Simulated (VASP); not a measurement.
# K2Ca in VASP: single point with PBE

Aim: the single point of K2Ca with PBE.

All numbers are computed with VASP 6.6.1; they aren't measurements. Logs are shortened: lines on timing, memory, paths and dates and some standing lists are left out, and cuts for length are marked.

**1. The cell of the first run**

The cell holds a slab with vacuum, 3 atoms: a = 5.283 Å, b = 5.283 Å, c = 25.283 Å, α = 90.00°, β = 90.00°, γ = 90.00°.

**2. Single point, PBE**

INCAR

```
PREC = Accurate ; ENCUT = 520
EDIFF = 1E-7 ; ISMEAR = -1
SIGMA = 0.08 ; LREAL = False
LASPH = True ; NELM = 60
ALGO = Normal ; ISIF = 2
LWAVE = False ; LCHARG = False
LDIPOL = True ; IDIPOL = 3
DIPOL = 0.5 0.5 0.500 ; GGA = PE
NBANDS = 21
```

KPOINTS

```
Automatic mesh
0
Gamma
  8 8 1
```

POSCAR

```
K2Ca
1.0
    5.2834179736      0.0000000000      0.0000000000
    0.0000000000      5.2834179736      0.0000000000
    0.0000000000      0.0000000000     25.2834000000
K Ca
2 1
Direct
    0.0000000000      0.0000000000      0.3955160704
    0.0000000000      0.0000000000      0.6044839296
    0.5000000000      0.5000000000      0.5000000000
```

Potentials or basis: VASP PAW PBE potentials, release 64 (K_sv, Ca_sv).

Run with:

```bash
cat potpaw_PBE.64/K_sv/POTCAR potpaw_PBE.64/Ca_sv/POTCAR > POTCAR
mpirun -np 1 vasp_std > vasp.out
```

OUTCAR:

```text
PREC = Accurate
   ENCUT = 520
   EDIFF = 1E-7
   ISMEAR = -1
   LREAL = False
   LASPH = True
   NELM = 60
   ISIF = 2
   GGA = PE

 ion  position               nearest neighbor table
   1  0.000  0.000  0.396-
   2  0.000  0.000  0.604-
   3  0.500  0.500  0.500-

  LATTYP: Found a simple tetragonal cell.
 ALAT       =     5.2834179736
 C/A-ratio  =     4.7854249136

  Lattice vectors:

 A1 = (   5.2834179736,   0.0000000000,   0.0000000000)
 A2 = (   0.0000000000,   5.2834179736,   0.0000000000)
 A3 = (   0.0000000000,   0.0000000000,  25.2834000000)

Analysis of symmetry for initial positions (statically):
=====================================================================
 Subroutine PRICEL returns:
 Original cell was already a primitive cell.

 Routine SETGRP: Setting up the symmetry group for a
 simple tetragonal supercell.

 Subroutine GETGRP returns: Found 16 space group operations
 (whereof 16 operations were pure point group operations)
 out of a pool of 16 trial point group operations.

The static configuration has the point symmetry D_4h.

Analysis of symmetry for dynamics (positions and initial velocities):
=====================================================================
 Subroutine PRICEL returns:
 Original cell was already a primitive cell.

 Routine SETGRP: Setting up the symmetry group for a
 simple tetragonal supercell.

 Subroutine GETGRP returns: Found 16 space group operations
 (whereof 16 operations were pure point group operations)
 out of a pool of 16 trial point group operations.

The dynamic configuration has the point symmetry D_4h.

 Subroutine INISYM returns: Found 16 space group operations
 (whereof 16 operations are pure point group operations),
 and found     1 'primitive' translations

----------------------------------------------------------------------------------------

                                     Primitive cell

  volume of cell :     705.7736

  direct lattice vectors                    reciprocal lattice vectors
     5.283417974  0.000000000  0.000000000     0.189271416  0.000000000  0.000000000
     0.000000000  5.283417974  0.000000000     0.000000000  0.189271416  0.000000000
     0.000000000  0.000000000 25.283400000     0.000000000  0.000000000  0.039551643
[... 75 lines left out ...]
   NELM   =     60;   NELMIN=  2; NELMDL= -5     # of ELM steps
   EDIFF  = 0.1E-06   stopping-criterion for ELM
   LREAL  =      F    real-space projection
   EDIFFG = 0.1E-05   stopping-criterion for IOM
   NSW    =      0    number of steps for IOM
   IBRION =     -1    ionic relax: 0-MD 1-quasi-New 2-CG
   NFREE  =      0    steps in history (QN), initial steepest desc. (CG)
   ISIF   =      2    stress and relaxation
   ISYM   =      2    0-nonsym 1-usesym 2-fastsym
   POTIM  = 0.5000    time-step for ionic-motion
   TEBEG  =    0.0;   TEEND  =   0.0 temperature during run
   PSTRESS=    0.0 pullay stress
   NELECT =      28.0000    total number of electrons
   NUPDOWN=      -1.0000    fix difference up-down
   EMIN   =  10.00;   EMAX   =-10.00  energy-range for DOS
   EFERMI =   0.00;   METHOD = LEGACY
   ISMEAR =    -1;   SIGMA  =   0.08  broadening in eV -4-tet -1-fermi 0-gaus
   EFERMI_NEDOS =   21; number of points for ismear=-14 and -15
   IALGO  =     38    algorithm
   IMIX   =      4    mixing-type and parameters
     AMIX     =   0.40;   BMIX     =  1.00
     AMIX_MAG =   1.60;   BMIX_MAG =  1.00
  volume/ion in A,a.u.               =     235.26      1587.60
  Fermi-wavevector in a.u.,A,eV,Ry     =   0.558349  1.055127  4.241665  0.311754
  Thomas-Fermi vector in A             =   1.593334
   LORBIT       =      0    0 simple, 1 ext, 2 COOP (PROOUT), +10 PAW based schemes
   GGA     = PE    functional components
   LHFCALC =     F    Hartree Fock is set to
   AEXX    =    0.0000 exact exchange contribution
   IVDW    =     0    specifies the selected vdW correction
   LEPSILON=     F    determine dielectric tensor
   LRPA    =     F    only Hartree local field effects (RPA)
 non-spin polarized calculation
  energy-cutoff  :      520.00
  volume of cell :      705.77
 maximum number of plane-waves:     19031
 NGX is ok and might be reduce to    40
   NGX = 19   NGY = 19   NGZ = 95

 number of electron      27.9999991 magnetization

 dipolmoment           0.000000      0.000000      0.000000 electrons x Angstroem

 Free energy of the ion-electron system (eV)
  ---------------------------------------------------
  ext. energy  EPLUGINS =         0.00000000
  ---------------------------------------------------
  free energy    TOTEN  =        -2.97031510 eV

  energy without entropy =       -2.89833301  energy(sigma->0) =       -2.93432406

 E-fermi :  -1.3992     XC(G=0):  -2.4101

 val. band max:       -1.4578446512   @ k =   0.5000   0.3750   0.0000
 cond. band min:      -1.3252411190   @ k =   0.3750   0.2500   0.0000
 fundamental gap:      0.1326035322
 Fermi energy:        -1.3992110020

 k-point     1 :       0.0000    0.0000    0.0000
  band No.  band energies     occupation
      1     -44.9800      2.00000
      2     -33.6534      2.00000
      3     -33.6533      2.00000
      4     -25.9254      2.00000
      5     -25.9098      2.00000
      6     -25.9098      2.00000
[... 349 lines left out ...]
     20       0.3424      0.00000
     21       0.5237      0.00000

------------------------ aborting loop because EDIFF is reached ----------------------------------------

 vacuum level on the upper side and lower side of the slab       (xc-potential included)        -0.093        -0.093

  FORCE on cell =-STRESS in cart. coord.  units (eV):
  Direction    XX          YY          ZZ          XY          YZ          ZX
  --------------------------------------------------------------------------------------
  -------------------------------------------------------------------------------------
  Total       -1.7792228     -1.7792228     -0.9293929      0.0000000      0.0000000     -0.0000000
  in kB       -4.0390153     -4.0390153     -2.1098156      0.0000000      0.0000000     -0.0000000
  external PRESSURE =      -3.3959487 kB  Pullay stress =       0.0000000 kB

 VOLUME and BASIS-vectors are now :
 -----------------------------------------------------------------------------
  energy-cutoff  :      520.00
  volume of cell :      705.77
      direct lattice vectors                 reciprocal lattice vectors
     5.283417974  0.000000000  0.000000000     0.189271416  0.000000000  0.000000000
     0.000000000  5.283417974  0.000000000     0.000000000  0.189271416  0.000000000
     0.000000000  0.000000000 25.283400000     0.000000000  0.000000000  0.039551643

 POSITION                                       TOTAL-FORCE (eV/Angst)
 -----------------------------------------------------------------------------------
      0.00000      0.00000      9.99999         0.000000      0.000000      0.171786
      0.00000      0.00000     15.28341        -0.000000      0.000000     -0.171786
      2.64171      2.64171     12.64170        -0.000000     -0.000000      0.000000
 -----------------------------------------------------------------------------------
    total drift:                               -0.000000      0.000000      0.000000

  FREE ENERGIE OF THE ION-ELECTRON SYSTEM (eV)
  ---------------------------------------------------
  free  energy   TOTEN  =        -2.9703151040 eV

  energy  without entropy=       -2.8983330120  energy(sigma->0) =       -2.93432406

 vacuum level on the upper side and lower side of the slab         0.594         0.594
```

stdout:

```text
POSCAR found type information on POSCAR K Ca
 POSCAR found :  2 types and       3 ions
 scaLAPACK will be used
 LDA part: xc-table for (Slater+PW92), standard interpolation
 POSCAR, INCAR and KPOINTS ok, starting setup
 FFT: planning ... GRIDC
 FFT: planning ... GRID_SOFT
 FFT: planning ... GRID
 WAVECAR not read
 entering main loop
```

Wall time 2.7 min (1 thread of AMD EPYC 9R45 (Zen 5), shared host); peak memory 0.7 GiB.

What came out:

```
Free energy            : -2.9703 eV
Largest force          : 0.172 eV/Å
Band gap on the k mesh : zero (bands 14 and 15 overlap by 0.50 eV)
```

Forces on the atoms (eV/Å):
```
K    0.000  0.000  0.172
K    0.000  0.000 -0.172
Ca   0.000  0.000  0.000
```

Levels at points of the mesh, in eV from the Fermi level:
| k point | band 12 | band 13 | band 14 | band 15 | band 16 | band 17 |
| --- | --- | --- | --- | --- | --- | --- |
| (0.00, 0.00, 0.00) | -15.71 | -2.34 | -0.92 | 0.09 | 0.75 | 1.17 |
| (0.50, 0.00, 0.00) | -15.71 | -1.21 | -0.65 | 0.16 | 0.42 | 0.91 |
| (0.50, 0.50, 0.00) | -15.72 | -0.14 | 0.25 | 0.40 | 0.40 | 0.80 |
